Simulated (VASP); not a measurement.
## Fe: single point with LDA

Fe:

```
Fe
1.0
    -1.26496    1.26496    1.26496
     1.26496   -1.26496    1.26496
     1.26496    1.26496   -1.26496
Fe
1
Direct
  0.00000 0.00000 0.00000
```

* Program: VASP 6.6.1
* Task: single point
* Functional: LDA
* Potentials or basis: VASP PAW LDA potentials, release 64 (Fe)
* Cutoff: 520 eV
* k mesh: 21 × 21 × 21
* Occupations: fermi-dirac, width 0.05 eV
* Spin: collinear spin, ferromagnetic start
* Starting moments: [2.5] μB

```json
{
  "Pressure": "108.7 GPa",
  "Net moment": "1.32 μB per cell",
  "Site moments": "Fe +1.28 μB"
}
```

Levels at points of the mesh, in eV from the Fermi level:
Spin up:
```
           k point  band 2  band 3  band 4  band 5  band 6  band 7  band 8  band 9
(0.00, 0.00, 0.00)   -3.07   -3.07   -3.07   -0.78   -0.78   28.16   28.16   28.16
```
Spin down:
```tsv
k point	band 1	band 2	band 3	band 4	band 5	band 6	band 7	band 8
(0.00, 0.00, 0.00)	-10.24	-2.03	-2.03	-2.03	0.75	0.75	28.34	28.34
```

Wall time 55 s on 1 thread of Intel Xeon 8259CL (shared host), peak memory 0.16 GiB.

Caveat: the cell stands under pressure.
